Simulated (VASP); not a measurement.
The system is HfGe3.

```
Hf Ge
1.0
     4.55685    0.00000    0.00000
     0.00000    4.55685    0.00000
     0.00000    0.00000    4.55685
Hf Ge
1 3
Direct
  0.00000 0.00000 0.00000
  0.50000 0.00000 0.00000
  0.00000 0.50000 0.00000
  0.00000 0.00000 0.50000
```

```yaml
Program: VASP 6.6.1
Task: relaxation of cell and atoms
Functional: PBE
Potentials_or_basis: VASP PAW PBE potentials, release 64 (Hf_pv, Ge_d)
Cutoff: 600 eV
k_mesh: 4 × 4 × 4
Occupations: gaussian, width 0.1 eV
Spin: no spin polarisation
```

At the start: pressure 34.2 GPa; volume 23.66 Å³/atom.

Problem. Where does the relaxation end?

Solution. Over 4 steps the energy falls by 941.5 meV/atom and the volume is 35.19 Å³/atom (+48.8 %); space group Pm-3m (No. 221, to 0.05 Å).

The path:
```csv
step,energy change (eV),largest force (eV/Å),pressure (GPa),volume (Å³)
1,0.0000,0.0000,34.20,94.62
2,-2.7559,0.0000,-6.34,181.99
3,-3.7660,0.0000,-0.21,141.84
4,-3.7661,0.0000,0.10,140.77
```

Final structure:
```
Hf Ge
1.0
     5.20196    0.00000    0.00000
     0.00000    5.20196    0.00000
     0.00000    0.00000    5.20196
Hf Ge
1 3
Direct
  0.00000 0.00000 0.00000
  0.50000 0.00000 0.00000
  0.00000 0.50000 0.00000
  0.00000 0.00000 0.50000
```

Caveat: the volume moved by over 15 % at a fixed basis, so the end points are rough.
